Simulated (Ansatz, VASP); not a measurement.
## One calculation of Mo, two programs

INCAR

```
  ALGO = Fast
  EDIFF = 1E-6
  ENCUT = 520
  GGA = PE
  ISIF = 2
  ISMEAR = 0
  LASPH = T
  LCHARG = T
  LELF = T
  LREAL = F
  LVHAR = T
  LWAVE = F
  NBANDS = 13
  NELM = 80
  PREC = Accurate
  SIGMA = 0.15
```

File KPOINTS:

```
k-points
0
Gamma
  24 24 24
```

The input POSCAR:

```
Mo
1.0
   -1.5925232225      1.5925232225      1.5288222936
    1.5925232225     -1.5925232225      1.5288222936
    1.5925232225      1.5925232225     -1.5288222936
Mo
1
Direct
    0.0000000000      0.0000000000      0.0000000000
```

Input for Ansatz:

```yaml
crystal:
  lattice:
    - [-1.5925232225, 1.5925232225, 1.5288222936]
    - [1.5925232225, -1.5925232225, 1.5288222936]
    - [1.5925232225, 1.5925232225, -1.5288222936]
  atoms:
    - { symbol: Mo, position: [0.0, 0.0, 0.0] }
basis:
  ecutwfc: 420
kpoints:
  mp_grid: { grid: [24, 24, 24] }
hamiltonian:
  xc: pbe
scf:
  occupations: { method: gaussian, width: 0.15 }
output:
  forces: true
  stress: true
  eigenvalues: true
```

Alike in both runs: task single point; functional PBE; k mesh 24 × 24 × 24; occupations gaussian, width 0.15 eV; no spin polarisation.

|  | VASP | Ansatz |
| --- | --- | --- |
| version | VASP 6.6.1 | Ansatz 0.2.0 |
| potentials or method | VASP PAW PBE potentials, release 64 (Mo_sv), cutoff 520 eV | scalar-relativistic, plane waves, PAW |
| valence electrons in the cell | 14 | 14 |

|  | VASP | Ansatz | Ansatz less VASP |
| --- | --- | --- | --- |
| gap on the k mesh at the Fermi level (eV) | none | none | - |
| pressure (GPa) | 5.7 | 5.1 | -0.58 |
| traceless stress, the component that is largest in VASP (GPa) | 8.58 | 8.59 | +0.005 |

A gap of «none» marks a metal or a gap that the smearing closes.
